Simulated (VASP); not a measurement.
Runs of VASP 6.6.1 on MnAs. The structure is hexagonal, space group P6_3/mmc (No. 194). Conventional cell: a = 3.710 Å, b = 3.710 Å, c = 5.691 Å, α = 90.00°, β = 90.00°, γ = 120.00°. Within 3.4 Å of Mn (site symmetry -3m) lie 6 As at 2.57 Å and 2 Mn at 2.85 Å. As (site symmetry -6m2) has 6 Mn at 2.57 Å within 3.4 Å. 

```tsv
smearing	gap on the mesh (eV)	pressure (GPa)	moment (μB)
methfessel-paxton 0.1 eV	none	-7.7	6.36
methfessel-paxton 0.2 eV	none	-8.2	(a)
methfessel-paxton 0.05 eV	none	(b)	6.36
methfessel-paxton 0.3 eV	none	-8.5	6.22
```

Alike in all rows: task single point; level PBEsol; potentials or basis VASP PAW PBE potentials, release 64 (Mn_pv, As); spin collinear, ferromagnetic start; cell as given; k mesh 7 × 7 × 4; cutoff (eV) 520.

Fill in the values left out.

(a) 6.28; (b) -7.8.

Caveats: the PAW data sets were made with another functional, which shifts forces and pressure a little; only a ferromagnetic start was run, and an antiferromagnetic order may lie lower in energy.

A k mesh can miss the band edges, and the runs leave out spin-orbit coupling on As.

A gap of «none» marks levels without a gap at the run's occupations.
